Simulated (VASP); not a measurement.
Set up this calculation in VASP 6.6.1, as the native input.

- Task: relaxation of cell and atoms
- Functional: PBE
- Dispersion: D3(BJ)
- Potentials or basis: VASP PAW PBE potentials, release 64 (Te)
- Cutoff: 600 eV
- k mesh: 18 × 18 × 12
- Occupations: gaussian, width 0.1 eV
- Spin: no spin polarisation
- Dipole correction: no
- Further INCAR settings: ALGO = Normal; EDIFF = 1e-06; IBRION = 2; EDIFFG = -0.01; NSW = 100; ISIF = 3

The structure of Te lies in POSCAR:

```
Te
1.0
    3.8507540021      0.0000000000      0.0000000000
   -1.9253770010      3.3348507895      0.0000000000
    0.0000000000      0.0000000000      4.4950832367
Te
2
Direct
    0.6666666667      0.3333333333      0.2500000000
    0.3333333333      0.6666666667      0.7500000000
```

The input as run:

INCAR

```
SYSTEM = Te
ALGO = Normal
EDIFF = 1E-6
EDIFFG = -0.01
ENCUT = 600
GGA = PE
IBRION = 2
ISIF = 3
ISMEAR = 0
IVDW = 12
LASPH = .TRUE.
LCHARG = .FALSE.
LREAL = .FALSE.
LWAVE = .FALSE.
NELM = 80
NSW = 100
PREC = Accurate
SIGMA = 0.1
```

KPOINTS

```
k-points
0
G
  18 18 12
  0 0 0
```

Potentials or basis: VASP PAW PBE potentials, release 64 (Te).

The run is started by

```console
$ cat potpaw_PBE.64/Te/POTCAR > POTCAR
$ mpirun -np 1 vasp_std > vasp.out
```

It gave:

| Quantity | Value |
| --- | --- |
| Relaxed volume | 29.50 Å³/atom |
| Relaxed cell | a = 3.927 Å, b = 3.927 Å, c = 4.417 Å, α = 90.00°, β = 90.00°, γ = 120.00° |
| Space group after relaxing (to 0.05 Å) | P6_3/mmc (No. 194) |
| Energy gained by relaxing | 2.3 meV/atom |
| Ionic steps | 5 |
| Pressure after relaxing | 0.0 GPa |
| Band gap on the k mesh | zero (band 6 reaches 8.66 eV, above the bottom of band 7 at 5.97 eV) |
| Dispersion energy per atom | -0.496 eV |

Caveat: spin-orbit coupling is left out, which moves the levels of the heavy elements; pairwise dispersion overbinds metals, which lowers pressure and volume.

Wall time 4.7 min on 1 thread of Intel Xeon 6975P-C, with other jobs on the host, peak memory 0.34 GiB.
